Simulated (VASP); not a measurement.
Set up this calculation in VASP 6.6.1, as the native input.

* Task: single point
* Functional: r2SCAN
* Potentials or basis: VASP PAW PBE potentials, release 64 (Co)
* Cutoff: 520 eV
* k mesh: 14 × 14 × 14
* Occupations: gaussian, width 0.1 eV
* Spin: collinear spin, ferromagnetic start
* Starting moments: [0.3] μB
* Dipole correction: no
* Further INCAR settings: ALGO = Normal; EDIFF = 1e-07; NBANDS = 14

Co:

```xyz
1
Lattice="0.0000 1.7917 1.7917 1.7917 0.0000 1.7917 1.7917 1.7917 0.0000" Properties=species:S:1:pos:R:3 pbc="T T T"
Co    0.0000    0.0000    0.0000
```

The input as run:

POSCAR

```
Co
1.0
    0.0000000000      1.7917000000      1.7917000000
    1.7917000000      0.0000000000      1.7917000000
    1.7917000000      1.7917000000      0.0000000000
Co
1
Direct
    0.0000000000      0.0000000000      0.0000000000
```

INCAR.step1

```
PREC = Accurate
ENCUT = 520
ISMEAR = 0
SIGMA = 0.1
LREAL = False
LASPH = True
NELM = 150
ISPIN = 2
MAGMOM = 0.3
LMAXMIX = 4
NBANDS = 14
GGA = PE
ALGO = Normal
EDIFF = 1E-4
LWAVE = True
LCHARG = False
```

INCAR.step2

```
PREC = Accurate
ENCUT = 520
EDIFF = 1E-7
ISMEAR = 0
SIGMA = 0.1
LREAL = False
LASPH = True
NELM = 150
ALGO = Normal
ISIF = 2
LWAVE = False
LCHARG = False
ISPIN = 2
MAGMOM = 0.3
LORBIT = 11
LMAXMIX = 4
METAGGA = R2SCAN
LMIXTAU = True
NBANDS = 14
ISTART = 1
```

KPOINTS

```
regular mesh
0
Gamma
  14 14 14
```

Potentials or basis: VASP PAW PBE potentials, release 64 (Co).

Run with:

```bash
$ cat potpaw_PBE.64/Co/POTCAR > POTCAR
$ cp INCAR.step1 INCAR
$ mpirun -np 1 vasp_std > vasp.out
$ cp INCAR.step2 INCAR
$ mpirun -np 1 vasp_std > vasp.out
```

It gave:

- Pressure: -29.0 GPa
- Net moment: 0.00 μB per cell
- Valence electrons inside the program's atomic spheres: Co 8.21

Caveat: the PAW data sets were made with another functional, which shifts forces and pressure a little.

Run time: 2.7 min on 1 thread of Intel(R) Xeon(R) Platinum 8488C (Sapphire Rapids), on a shared host, peak memory 0.15 GiB.
